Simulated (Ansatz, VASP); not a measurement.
**Two plane-wave programs on ScPd3**

File INCAR:

```
ALGO = Fast
EDIFF = 1E-8
ENCUT = 520
ISIF = 2
ISMEAR = -1
LASPH = T
LCHARG = F
LEFG = T
LREAL = F
LWAVE = F
NBANDS = 28
NELM = 80
PREC = Accurate
SIGMA = 0.15
```

The input KPOINTS:

```
k-points
0
Gamma
  12 12 12
```

File POSCAR:

```
ScPd3
1.0
    3.9027291362      0.0000000000      0.0000000000
    0.0000000000      3.9027291362      0.0000000000
    0.0000000000      0.0000000000      3.9027291362
Sc Pd
1 3
Direct
    0.0000000000      0.0000000000      0.0000000000
    0.0000000000      0.5000000000      0.5000000000
    0.5000000000      0.0000000000      0.5000000000
    0.5000000000      0.5000000000      0.0000000000
```

Input for Ansatz:

```yaml
crystal:
  lattice:
    - [3.9027291362, 0.0, 0.0]
    - [0.0, 3.9027291362, 0.0]
    - [0.0, 0.0, 3.9027291362]
  atoms:
    - { symbol: Sc, position: [0.0, 0.0, 0.0] }
    - { symbol: Pd, position: [0.0, 0.5, 0.5] }
    - { symbol: Pd, position: [0.5, 0.0, 0.5] }
    - { symbol: Pd, position: [0.5, 0.5, 0.0] }
basis:
  ecutwfc: 420
kpoints:
  mp_grid: { grid: [12, 12, 12] }
hamiltonian:
  xc: lda
scf:
  occupations: { method: fermi_dirac, width: 0.15 }
output:
  forces: true
  stress: true
  eigenvalues: true
  efg: {}
checkpoint:
  read: start.run
  write: ck
  compress: false
  write_wavefunctions: false
  write_every: 100000
```

Alike in both runs: task electric field gradients; functional LDA; k mesh 12 × 12 × 12; occupations fermi-dirac, width 0.15 eV; no spin polarisation.

```csv
,VASP,Ansatz
version,VASP 6.6.1,Ansatz 0.2.0
potentials or method,"VASP PAW LDA potentials, release 64 (Sc_sv, Pd), cutoff 520 eV","scalar-relativistic, plane waves, PAW"
valence electrons in the cell,41,65
```

Ansatz gave:

* gap on the k mesh at the Fermi level (eV): none
* pressure (GPa): 0.0
* size of Vzz on the site where it differs most (V/Å²): 76.3

Problem. Which values does VASP return?

Solution. gap on the k mesh at the Fermi level (eV): none; pressure (GPa): 0.6; size of Vzz on the site where it differs most (V/Å²): 56.3.

LDA's correlation is that of Perdew and Zunger in VASP and of Perdew and Wang (1992) in Ansatz. A gap of «none» marks a metal or a gap that the smearing closes. VASP's potentials hold 41 valence electrons a cell and Ansatz's 65, so a difference there can come from the potentials and not from the codes.
